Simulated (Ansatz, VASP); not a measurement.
Two plane-wave programs on La

```
CELL_PARAMETERS angstrom
3.58800 0.00000 0.00000
-1.79400 3.10730 0.00000
0.00000 0.00000 12.83510
ATOMIC_POSITIONS crystal
La 0.00000 0.00000 0.00000
La 0.00000 0.00000 0.50000
La 0.33333 0.66667 0.25000
La 0.66667 0.33333 0.75000
```

Alike in both runs: task single point; functional PBEsol; k mesh 12 × 12 × 4; occupations gaussian, width 0.15 eV; no spin polarisation.

```csv
,VASP,Ansatz
version,VASP 6.6.1,Ansatz 0.2.0
potentials or method,"VASP PAW PBE potentials, release 64 (La), cutoff 520 eV","scalar-relativistic, plane waves, PAW"
valence electrons in the cell,44,44
```

|  | VASP | Ansatz | Ansatz less VASP |
| --- | --- | --- | --- |
| gap on the k mesh at the Fermi level (eV) | none | none | - |
| pressure (GPa) | -0.9 | -1.0 | -0.10 |
| traceless stress, the component that is largest in VASP (GPa) | -3.05 | -3.03 | +0.015 |

VASP's potentials were made for PBE, not for PBEsol. A gap of «none» marks a metal or a gap that the smearing closes.

Spin-orbit coupling is off throughout.
